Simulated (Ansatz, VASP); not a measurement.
## One calculation of CuO, two programs

```
Cu O
1.0
     2.34044   -1.71078   -0.02293
     2.31974    1.68246   -0.01014
    -0.89088    0.02409    5.07863
Cu O
2 2
Direct
  0.99173 0.49395 0.99449
  0.49091 0.98042 0.49879
  0.57340 0.39839 0.25770
  0.39187 0.56104 0.73971
```

Change from the starting cell: kmesh displaced: [4, 4, 4] Gamma-centred.

Alike in both runs: task single point; functional PBEsol; k mesh 4 × 4 × 4; occupations gaussian, width 0.1 eV; no spin polarisation.

|  | VASP | Ansatz |
| --- | --- | --- |
| version | VASP 6.6.1 | Ansatz 0.2.0 |
| potentials or method | VASP PAW PBE potentials, release 64 (Cu, O), cutoff 520 eV | scalar-relativistic, plane waves, PAW |
| valence electrons in the cell | 34 | 50 |

```csv
,VASP,Ansatz,Ansatz less VASP
gap on the k mesh at the Fermi level (eV),none,none,-
pressure (GPa),-0.8,-1.5,-0.65
"traceless stress, the component that is largest in VASP (GPa)",2.24,2.15,-0.082
rms of the force components (eV/Å),0.341,0.336,-0.0040
```

VASP's potentials were made for PBE, not for PBEsol. Atom by atom the forces differ by 0.022 eV/Å (rms over components). A gap of «none» marks a metal or a gap that the smearing closes. With one functional, cell and mesh, what is left measures potentials, basis and numerics. VASP's potentials hold 34 valence electrons a cell and Ansatz's 50, so a difference there can come from the potentials and not from the codes.

The k mesh is coarse, so the values compare programs but aren't converged.
